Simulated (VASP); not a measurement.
A run of VASP 6.6.1:

The input POSCAR:

```
Cd2O3
1.0
    3.7098359212      0.0000000000      0.0000000000
   -1.8549179606      3.2128121517      0.0000000000
    0.0000000000      0.0000000000      5.7719020805
Cd O
2 3
Direct
    0.3333333333      0.6666666667      0.2450000000
    0.6666666667      0.3333333333      0.7550000000
    0.0000000000      0.0000000000      0.0000000000
    0.3333333333      0.6666666667      0.6450000000
    0.6666666667      0.3333333333      0.3550000000
```

The input INCAR.step1:

```
PREC = Accurate
ENCUT = 520
ISMEAR = 0
SIGMA = 0.1
LREAL = False
LASPH = True
NELM = 100
NBANDS = 29
GGA = PE
ALGO = Normal
EDIFF = 1E-4
LWAVE = True
LCHARG = False
```

The input INCAR.step2:

```
PREC = Accurate
ENCUT = 520
EDIFF = 1E-7
ISMEAR = 0
SIGMA = 0.1
LREAL = False
LASPH = True
NELM = 100
ALGO = Normal
ISIF = 2
LWAVE = False
LCHARG = False
METAGGA = R2SCAN
LMIXTAU = True
NBANDS = 29
ISTART = 1
```

KPOINTS

```
Automatic mesh
0
Gamma
  6 6 4
```

Potentials or basis: VASP PAW PBE potentials, release 64 (Cd, O).

Command:

```bash
$ cat potpaw_PBE.64/Cd/POTCAR potpaw_PBE.64/O/POTCAR > POTCAR
$ cp INCAR.step1 INCAR
$ mpirun -np 1 vasp_std > vasp.out
$ cp INCAR.step2 INCAR
$ mpirun -np 1 vasp_std > vasp.out
```

Hardware: 1 thread of Intel(R) Xeon(R) 6975P-C (Granite Rapids), on a shared host.

How long does it take, and how much memory?

It took 93 s on 1 thread of Intel(R) Xeon(R) 6975P-C (Granite Rapids), with other jobs on the host, peak memory 0.21 GiB. Counts: k points 24.
